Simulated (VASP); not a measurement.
Here is a VASP 6.6.1 calculation.

Contents of INCAR:

```
PREC = Accurate
ENCUT = 500
EDIFF = 1E-6
ISMEAR = 0
SIGMA = 0.1
LREAL = F
LASPH = T
NELM = 120
ALGO = Normal
ISIF = 2
LWAVE = F
LCHARG = F
GGA = CA
NBANDS = 8
GGA_COMPAT = F
```

File KPOINTS:

```
regular mesh
0
Gamma
  8 8 8
```

The input POSCAR:

```
Al
1.0
   -1.6070005753      1.6070005753      1.6070005753
    1.6070005753     -1.6070005753      1.6070005753
    1.6070005753      1.6070005753     -1.6070005753
Al
1
Direct
    0.0000000000      0.0000000000      0.0000000000
```

Potentials or basis: VASP PAW LDA potentials, release 64 (Al).

Launch:

```console
$ cat potpaw_LDA.64/Al/POTCAR > POTCAR
$ mpirun -np 1 vasp_std > vasp.out
```

**Question.** What does it give for the pressure?

**Answer.** -1.1 GPa.

**Question.** Estimate the band gap on the k mesh.

**Answer.** Zero (an odd number of electrons rules out a gap without spin polarisation).
